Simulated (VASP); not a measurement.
A run of VASP 6.6.1 is set up as follows.

File INCAR:

```
ALGO = Normal
EDIFF = 1E-6
ENCUT = 520
GGA = CA
ISIF = 2
ISMEAR = -1
LASPH = T
LCHARG = T
LELF = T
LREAL = F
LVHAR = T
LWAVE = F
NBANDS = 13
NELM = 80
PREC = Accurate
SIGMA = 0.08
```

File KPOINTS:

```
k-points
0
Gamma
  15 15 15
```

POSCAR

```
AlCo
1.0
    0.0000000000      2.0168308394      2.0168308394
    2.0168308394      0.0000000000      2.0168308394
    2.0168308394      2.0168308394      0.0000000000
Co Al
1 1
Direct
    0.0000000000      0.0000000000      0.0000000000
    0.5000000000      0.5000000000      0.5000000000
```

Potentials or basis: VASP PAW LDA potentials, release 64 (Co, Al).

The run is started by

```console
$ cat potpaw_LDA.64/Co/POTCAR potpaw_LDA.64/Al/POTCAR > POTCAR
$ mpirun -np 1 vasp_std > vasp.out
```

Task: What does it give for the band gap on the k mesh?

Result: Zero (bands 6 and 7 overlap by 0.16 eV).

Task: Estimate the pressure.

Result: 159.2 GPa.

Caveat: the cell stands under pressure; the run has no spin polarisation, though such a crystal can be magnetic. Spin polarisation is off, so any magnetic state and its effect on volume and gap are missing.
